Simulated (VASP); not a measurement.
Input of a VASP 6.6.1 run:

The input INCAR:

```
ALGO = Normal ; EDIFF = 1E-7
ENCUT = 520 ; GGA = PE
ISIF = 2 ; ISMEAR = 0
LASPH = True ; LCHARG = True
LELF = True ; LREAL = False
LVHAR = True ; LWAVE = False
NBANDS = 18 ; NELM = 60
PREC = Accurate ; SIGMA = 0.1
```

File KPOINTS:

```
k-points
0
Gamma
  8 8 8
```

Contents of POSCAR:

```
BiTe
1.0
    0.0000000000      3.3190633125      3.3190633125
    3.3190633125      0.0000000000      3.3190633125
    3.3190633125      3.3190633125      0.0000000000
Bi Te
1 1
Direct
    0.0000000000      0.0000000000      0.0000000000
    0.5000000000      0.5000000000      0.5000000000
```

Potentials or basis: VASP PAW PBE potentials, release 64 (Bi_d, Te).

Launch:

```sh
$ cat potpaw_PBE.64/Bi_d/POTCAR potpaw_PBE.64/Te/POTCAR > POTCAR
$ mpirun -np 1 vasp_std > vasp.out
```

Question: What does it give for the pressure?

Answer: -2.7 GPa.
